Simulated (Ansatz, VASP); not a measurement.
**One calculation of CaSe, two programs**

```
Ca Se
1.0
     0.00000   -2.96739   -2.96739
     2.96739    0.00000   -2.96739
     2.96739   -2.96739    0.00000
Ca Se
1 1
Direct
  0.00000 0.00000 0.00000
  0.50000 0.50000 0.50000
```

Alike in both runs: functional r2SCAN; k mesh 8 × 8 × 8; occupations gaussian, width 0.02 eV; no spin polarisation.

Ansatz relaxed the structure, and its values are those at the end. VASP's run is a single point on that final structure, the one shown.

|  | VASP | Ansatz |
| --- | --- | --- |
| version | VASP 6.6.1 | Ansatz 0.2.0 |
| potentials or method | VASP PAW PBE potentials, release 64 (Ca_sv, Se), cutoff 520 eV | scalar-relativistic, plane waves, PAW |
| valence electrons in the cell | 16 | 26 |

```csv
,VASP,Ansatz,Ansatz less VASP
gap on the k mesh at the Fermi level (eV),2.52,2.52,+0.001
least direct gap on the mesh (eV),3.46,3.46,+0.003
pressure (GPa),0.3,0.0,-0.26
```

VASP's potentials were made for PBE, not for r2SCAN. VASP's potentials hold 16 valence electrons a cell and Ansatz's 26, so a difference there can come from the potentials and not from the codes.
